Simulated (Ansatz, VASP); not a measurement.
Li2ScS2: VASP beside Ansatz

```xyz
10
Lattice="-3.6752 0.0007 0.0023 -0.0012 6.3638 -0.0049 1.8423 -1.0557 -6.9838" Properties=species:S:1:pos:R:3 pbc="T T T"
Li   -0.0008    4.2485   -6.2304
Li   -1.8272    1.0626   -6.2233
Li   -0.0024    4.2418   -0.7603
Li   -1.8341    1.0631   -0.7582
Sc    0.0013    4.2443   -3.4957
Sc   -1.8366    1.0646   -3.4914
S    -1.8374    5.3048   -1.8581
S     0.0023    2.1229   -1.8566
S    -1.8377    3.1863   -5.1295
S     0.0025    0.0047   -5.1284
```

Change from the starting cell: cell x2, atoms moved at random (sigma 0.15 Å) and cell strained at random (1.5 %), then relaxed without symmetry.

Alike in both runs: functional PBE; k mesh 6 × 4 × 6; occupations gaussian, width 0.2 eV; no spin polarisation.

Ansatz relaxed the structure, and its values are those at the end. VASP's run is a single point on that final structure, the one shown.

|  | VASP | Ansatz |
| --- | --- | --- |
| version | VASP 6.6.1 | Ansatz 0.2.0 |
| potentials or method | VASP PAW PBE potentials, release 64 (Li_sv, Sc_sv, S), cutoff 520 eV | scalar-relativistic, plane waves, PAW |
| valence electrons in the cell | 58 | 58 |

```csv
,VASP,Ansatz,Ansatz less VASP
gap on the k mesh at the Fermi level (eV),none,none,-
rms of the force components (eV/Å),0.015,0.010,-0.0043
```

A gap of «none» marks a metal or a gap that the smearing closes.

Noted on VASP's run: the cutoff is under 1.25 times that of the potentials, so the pressure is a little rough.
